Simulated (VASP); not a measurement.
A run of VASP 6.6.1 is set up as follows.

Contents of INCAR:

```
ALGO     = Normal         # electronic algorithm
EDIFF    = 1E-6           # SCF threshold, eV
ENCUT    = 520            # plane-wave cutoff, eV
GGA      = PE             # functional
ISIF     = 2              # what is computed and relaxed
ISMEAR   = -1             # smearing method
LASPH    = True           # aspherical terms in the spheres
LCHARG   = True           # write CHGCAR
LELF     = True           # ELF
LREAL    = False          # projectors in reciprocal space
LVHAR    = True         
LWAVE    = False          # write WAVECAR
NBANDS   = 36             # bands
NELM     = 80             # most SCF steps
PREC     = Accurate       # precision mode
SIGMA    = 0.05           # smearing width, eV
```

File KPOINTS:

```
k-points
0
Gamma
  16 11 1
```

The input POSCAR:

```
Cu
1.0
    2.5664536728      0.0000000000      0.0000000000
    0.0000000000      3.6295135912      0.0000000000
    0.0000000000      0.0000000000     21.1329000000
Cu
5
Direct
    0.0000000000      0.0000000000      0.3825828970
    0.5000000000      0.5000000000      0.4376865925
    0.0000000000      0.0000000000      0.4999999999
    0.5000000000      0.5000000000      0.5623134078
    0.0000000000      0.0000000000      0.6174171029
```

Potentials or basis: VASP PAW PBE potentials, release 64 (Cu).

The run is started by

```console
$ cat potpaw_PBE.64/Cu/POTCAR > POTCAR
$ mpirun -np 1 vasp_std > vasp.out
```

Question: Estimate the largest force.

Answer: 0.037 eV/Å.

Question: Estimate the band gap on the k mesh.

Answer: Zero (an odd number of electrons rules out a gap without spin polarisation).

Forces in eV/Å, atoms in the order of the input:
```
Cu   0.000  0.000 -0.037
Cu   0.000  0.000 -0.004
Cu   0.000  0.000  0.000
Cu   0.000  0.000  0.004
Cu   0.000  0.000  0.037
```

Caveat: there is no dipole correction, which matters where the two faces differ.
